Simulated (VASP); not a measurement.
A run of VASP 6.6.1 is set up as follows.

File POSCAR:

```
GaN
1.0
    3.0876548948      0.0000000000      0.0000000000
   -1.5438274474      2.6739875771      0.0000000000
    0.0000000000      0.0000000000      5.2583969242
Ga N
2 2
Direct
    0.3333333333      0.6666666667      0.0030403154
    0.6666666667      0.3333333333      0.5030403154
    0.3333333333      0.6666666667      0.3719596846
    0.6666666667      0.3333333333      0.8719596846
```

The input INCAR.step1:

```
ALGO = Normal ; EDIFF = 1E-4
ENCUT = 520 ; GGA = PE
ISMEAR = 0 ; LASPH = T
LCHARG = F ; LREAL = F
LWAVE = T ; NBANDS = 26
NELM = 100 ; PREC = Accurate
SIGMA = 0.01
```

Contents of INCAR.step2:

```
ALGO = Normal ; EDIFF = 1E-6
ENCUT = 520 ; ISIF = 2
ISMEAR = 0 ; ISTART = 1
LASPH = T ; LCHARG = F
LMIXTAU = T ; LREAL = F
LWAVE = F ; METAGGA = R2SCAN
NBANDS = 26 ; NELM = 100
PREC = Accurate ; SIGMA = 0.01
```

Contents of KPOINTS:

```
k-points
0
Gamma
  12 12 6
```

Potentials or basis: VASP PAW PBE potentials, release 64 (Ga_d, N).

Command:

```bash
$ cat potpaw_PBE.64/Ga_d/POTCAR potpaw_PBE.64/N/POTCAR > POTCAR
$ cp INCAR.step1 INCAR
$ mpirun -np 1 vasp_std > vasp.out
$ cp INCAR.step2 INCAR
$ mpirun -np 1 vasp_std > vasp.out
```

(1) What does it give for the band gap on the k mesh?

(2) Estimate the largest force.

## Answers

(1) 2.42 eV.

(2) 0.017 eV/Å.

Caveat: the cell differs from its parent crystal (epitaxial xy strain -3.0%); the PAW data sets were made with another functional, which shifts forces and pressure a little.
